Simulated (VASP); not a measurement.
# CuO (C2/c) in VASP: single point with PBE+U

Aim: the single point of CuO with PBE+U.

Everything below comes from runs of VASP 6.6.1. Logs are shortened: lines on timing, memory, paths and dates and some standing lists are left out, and cuts for length are marked.

### 1 The cell of the first run

It takes space group C2/c (No. 15, monoclinic). The conventional cell has a = 4.684 Å, b = 3.423 Å, c = 5.129 Å, α = 90.00°, β = 99.54°, γ = 90.00°. Cu (site symmetry -1) has 4 O at 1.95 to 1.96 Å within 2.6 Å. Within 3.0 Å of O (site symmetry 2) lie 6 Cu at 1.95 to 2.78 Å and 6 O at 2.62 to 2.90 Å.

### 2 Single point, PBE+U, collinear spin

INCAR reads:

```
ALGO = Normal
EDIFF = 1E-6
ENCUT = 520
GGA = PE
ISIF = 2
ISMEAR = 0
ISPIN = 2
LASPH = T
LCHARG = F
LDAU = T
LDAUJ = 0 0
LDAUL = 2 -1
LDAUPRINT = 1
LDAUTYPE = 2
LDAUU = 4 0
LMAXMIX = 4
LORBIT = 11
LREAL = F
LWAVE = F
MAGMOM = 1 1 0 0
NBANDS = 29
NELM = 150
PREC = Accurate
SIGMA = 0.05
```

KPOINTS reads:

```
k-points
0
Gamma
  5 5 3
```

POSCAR reads:

```
CuO
1.0
    2.3418500000     -1.7113000000      0.0000000000
    2.3418500000      1.7113000000      0.0000000000
   -0.8500274268      0.0000000000      5.0578693947
Cu O
2 2
Direct
    0.0000000000      0.5000000000      0.0000000000
    0.5000000000      0.0000000000      0.5000000000
    0.5816000000      0.4184000000      0.2500000000
    0.4184000000      0.5816000000      0.7500000000
```

Potentials or basis: VASP PAW PBE potentials, release 64 (Cu, O).

Started as:

```bash
$ cat potpaw_PBE.64/Cu/POTCAR potpaw_PBE.64/O/POTCAR > POTCAR
$ mpirun -np 1 vasp_std > vasp.out
```

OUTCAR:

```text
EDIFF = 1E-6
   ENCUT = 520
   GGA = PE
   ISIF = 2
   ISMEAR = 0
   ISPIN = 2
   LASPH = T
   LORBIT = 11
   LREAL = F
   NELM = 150
   PREC = Accurate

 ion  position               nearest neighbor table
   1  0.000  0.500  0.000-   3 1.95   4 1.95   4 1.96   3 1.96
   2  0.500  0.000  0.500-   4 1.95   3 1.95   4 1.96   3 1.96
   3  0.582  0.418  0.250-   2 1.95   1 1.95   2 1.96   1 1.96
   4  0.418  0.582  0.750-   1 1.95   2 1.95   2 1.96   1 1.96

  LATTYP: Found a base centered monoclinic cell.
 ALAT       =     4.6837000000
 B/A-ratio  =     0.7307470589
 C/A-ratio  =     1.0950317057
 COS(beta)  =    -0.1657361228

  Lattice vectors:

 A1 = (   2.3418500000,  -1.7113000000,   0.0000000000)
 A2 = (   2.3418500000,   1.7113000000,   0.0000000000)
 A3 = (  -0.8500274268,   0.0000000000,   5.0578693947)

Analysis of symmetry for initial positions (statically):
=====================================================================
 Subroutine PRICEL returns:
 Original cell was already a primitive cell.

 Routine SETGRP: Setting up the symmetry group for a
 base centered monoclinic supercell.

 Subroutine GETGRP returns: Found  4 space group operations
 (whereof  2 operations were pure point group operations)
 out of a pool of  4 trial point group operations.

The static configuration has the point symmetry S_2 .
 The point group associated with its full space group is C_2h.

Analysis of symmetry for dynamics (positions and initial velocities):
=====================================================================
 Subroutine PRICEL returns:
 Original cell was already a primitive cell.

 Routine SETGRP: Setting up the symmetry group for a
 base centered monoclinic supercell.

 Subroutine GETGRP returns: Found  4 space group operations
 (whereof  2 operations were pure point group operations)
 out of a pool of  4 trial point group operations.

The dynamic configuration has the point symmetry S_2 .
 The point group associated with its full space group is C_2h.

Analysis of structural, dynamic, and magnetic symmetry:
=====================================================================
 Subroutine PRICEL returns:
[... 217 lines left out ...]
  o =  0.9737  v =  0.1310 -0.3852 -0.0010 -0.0459 -0.9123  0.0000  0.0000  0.0000  0.0000  0.0000      0.0000  0.0000  0.0000  0.0000  0.0000  0.0000  0.0000  0.0000  0.0000  0.0000
  o =  0.9755  v =  0.0000  0.0000  0.0000  0.0000  0.0000 -0.4816  0.2069  0.8339 -0.1260 -0.1181      0.0000  0.0000  0.0000  0.0000  0.0000  0.0000  0.0000  0.0000  0.0000  0.0000
  o =  0.9790  v =  0.4756 -0.1957 -0.8324  0.1478  0.1444  0.0000  0.0000  0.0000  0.0000  0.0000      0.0000  0.0000  0.0000  0.0000  0.0000  0.0000  0.0000  0.0000  0.0000  0.0000
  o =  1.0278  v = -0.0829 -0.5630 -0.0073 -0.7784  0.2649  0.0000  0.0000  0.0000  0.0000  0.0000      0.0000  0.0000  0.0000  0.0000  0.0000  0.0000  0.0000  0.0000  0.0000  0.0000

 number of electron      34.0000001 magnetization       1.9966721

 Free energy of the ion-electron system (eV)
  ---------------------------------------------------
  ext. energy  EPLUGINS =         0.00000000
  ---------------------------------------------------
  free energy    TOTEN  =       -17.11580817 eV

  energy without entropy =      -17.11555742  energy(sigma->0) =      -17.11568279

 E-fermi :   5.4068     XC(G=0): -11.8643

 val. band max:        5.3523321297   @ k =   0.0000   0.0000   0.0000
 cond. band min:       5.4605247716   @ k =  -0.4000   0.4000   0.0000
 fundamental gap:      0.1081926418
 Fermi energy:         5.4067539822

 spin component 1

 k-point     1 :       0.0000    0.0000    0.0000
  band No.  band energies     occupation
      1     -14.2011      1.00000
      2     -12.8448      1.00000
      3      -2.8399      1.00000
      4      -1.7124      1.00000
      5      -1.3125      1.00000
      6       0.3790      1.00000
[... 757 lines left out ...]
     28      23.6431      0.00000
     29      26.3363      0.00000
 Fermi energy:         5.4067539822

 spin component 2

 k-point     1 :       0.0000    0.0000    0.0000
  band No.  band energies     occupation
      1     -13.7223      1.00000
      2     -12.3076      1.00000
      3      -2.4961      1.00000
      4       0.4069      1.00000
      5       0.4856      1.00000
      6       0.9332      1.00000
[... 757 lines left out ...]
     28      23.8442      0.00000
     29      26.5005      0.00000

------------------------ aborting loop because EDIFF is reached ----------------------------------------

  FORCE on cell =-STRESS in cart. coord.  units (eV):
  Direction    XX          YY          ZZ          XY          YZ          ZX
  --------------------------------------------------------------------------------------
  -------------------------------------------------------------------------------------
  Total        1.0419369      1.3717850      1.2842667      0.0000000      0.0000000      0.1100813
  in kB       41.1783728     54.2142925     50.7554833      0.0000000      0.0000000      4.3505218
  external PRESSURE =      48.7160495 kB  Pullay stress =       0.0000000 kB

 VOLUME and BASIS-vectors are now :
 -----------------------------------------------------------------------------
  energy-cutoff  :      520.00
  volume of cell :       40.54
      direct lattice vectors                 reciprocal lattice vectors
     2.341850000 -1.711300000  0.000000000     0.213506416 -0.292175539  0.035881968
     2.341850000  1.711300000  0.000000000     0.213506416  0.292175539  0.035881968
    -0.850027427  0.000000000  5.057869395     0.000000000  0.000000000  0.197711709

 POSITION                                       TOTAL-FORCE (eV/Angst)
 -----------------------------------------------------------------------------------
      1.17092      0.85565      0.00000         0.000000     -0.000000      0.000000
      0.74591     -0.85565      2.52893         0.000000     -0.000000      0.000000
      2.12934     -0.27928      1.26447         0.000000      0.054907      0.000000
      1.70433      0.27928      3.79340        -0.000000     -0.054907      0.000000
 -----------------------------------------------------------------------------------
    total drift:                                0.000000      0.000000     -0.000000

  FREE ENERGIE OF THE ION-ELECTRON SYSTEM (eV)
  ---------------------------------------------------
  free  energy   TOTEN  =       -17.1158081659 eV

  energy  without entropy=      -17.1155574192  energy(sigma->0) =      -17.11568279

 total charge

# of ion       s       p       d       tot
------------------------------------------
    1        0.377   0.390   9.144   9.911
    2        0.377   0.390   9.144   9.911
    3        1.557   3.440   0.000   4.998
    4        1.557   3.440   0.000   4.998
--------------------------------------------------
tot          3.869   7.661  18.288  29.818

 magnetization (x)

# of ion       s       p       d       tot
------------------------------------------
    1       -0.003   0.003   0.660   0.660
    2       -0.003   0.003   0.660   0.660
    3        0.020   0.279   0.000   0.299
    4        0.020   0.279   0.000   0.299
--------------------------------------------------
tot          0.033   0.564   1.321   1.917
```

OSZICAR:

```text
N       E                     dE             d eps       ncg     rms          rms(c)
DAV:   1     0.304039287455E+03    0.30404E+03   -0.15957E+04  3066   0.190E+03
DAV:   2     0.181096249489E+02   -0.28593E+03   -0.25797E+03  2827   0.376E+02
DAV:   3    -0.199606755932E+02   -0.38070E+02   -0.35480E+02  3132   0.140E+02
DAV:   4    -0.210775603129E+02   -0.11169E+01   -0.11115E+01  3345   0.269E+01
DAV:   5    -0.210958088592E+02   -0.18249E-01   -0.18247E-01  3121   0.332E+00    0.161E+01
DAV:   6    -0.171766899655E+02    0.39191E+01   -0.18626E+01  3919   0.129E+02    0.900E+00
DAV:   7    -0.170410289455E+02    0.13566E+00   -0.45460E+00  3745   0.655E+01    0.285E+00
DAV:   8    -0.171326394461E+02   -0.91611E-01   -0.75713E-01  4304   0.136E+01    0.235E+00
DAV:   9    -0.171094040868E+02    0.23235E-01   -0.11426E-01  3973   0.161E+01    0.130E+00
DAV:  10    -0.171165145203E+02   -0.71104E-02   -0.36486E-02  4468   0.301E+00    0.494E-01
DAV:  11    -0.171152944529E+02    0.12201E-02   -0.62975E-03  4231   0.364E+00    0.713E-02
DAV:  12    -0.171157850115E+02   -0.49056E-03   -0.19240E-03  4137   0.522E-01    0.678E-02
DAV:  13    -0.171157918514E+02   -0.68399E-05   -0.99323E-05  4271   0.142E-01    0.371E-02
DAV:  14    -0.171158029281E+02   -0.11077E-04   -0.34413E-05  4578   0.140E-01    0.140E-02
DAV:  15    -0.171158078521E+02   -0.49240E-05   -0.73808E-06  4219   0.759E-02    0.417E-03
DAV:  16    -0.171158081659E+02   -0.31381E-06   -0.65594E-07  1676   0.162E-02
   1 F= -.17115808E+02 E0= -.17115683E+02  d E =-.250747E-03  mag=     1.9966
```

Run time: 49 s. Hardware: 1 thread of Intel Xeon Platinum 8259CL at 2.50GHz (Skylake/Cascade Lake), shared host; peak memory 0.2 GiB.

Results:

```yaml
Free_energy: -17.1158 eV
Pressure: 4.9 GPa
Largest_force: 0.055 eV/Å
Net_moment: 2.00 μB per cell
Site_moments: Cu +0.66; O +0.30 μB
Valence_electrons_inside_the_program's_atomic_spheres: Cu 9.91; O 5.00
```

Forces on the atoms (eV/Å):
```
Cu   0.000  0.000  0.000
Cu   0.000  0.000  0.000
O    0.000  0.055  0.000
O    0.000 -0.055  0.000
```

Stress tensor (GPa, compression positive):
```
4.12 0.00 0.44
0.00 5.42 0.00
0.44 0.00 5.08
```

Levels at points of the mesh, in eV from the Fermi level:
Spin up:
| k point | band 15 | band 16 | band 17 | band 18 | band 19 | band 20 | band 21 | band 22 |
| --- | --- | --- | --- | --- | --- | --- | --- | --- |
| (0.00, 0.00, 0.00) | -2.72 | -2.33 | -0.61 | -0.05 | 1.69 | 6.38 | 8.26 | 13.70 |
Spin down:
| k point | band 13 | band 14 | band 15 | band 16 | band 17 | band 18 | band 19 | band 20 |
| --- | --- | --- | --- | --- | --- | --- | --- | --- |
| (0.00, 0.00, 0.00) | -2.73 | -2.26 | -2.19 | -1.73 | 1.30 | 1.98 | 2.16 | 6.49 |

Eigenvalues of the final occupation matrices:
| site | spin | trace | eigenvalues |
| --- | --- | --- | --- |
| site 1 d | 1 | 4.91 | 0.96 0.97 0.97 0.98 1.03 |
| site 1 d | 2 | 4.25 | 0.39 0.95 0.97 0.97 0.98 |
| site 2 d | 1 | 4.91 | 0.96 0.97 0.97 0.98 1.03 |
| site 2 d | 2 | 4.25 | 0.39 0.95 0.97 0.97 0.98 |

Caveat: the k points lie up to 0.46 Å⁻¹ apart.
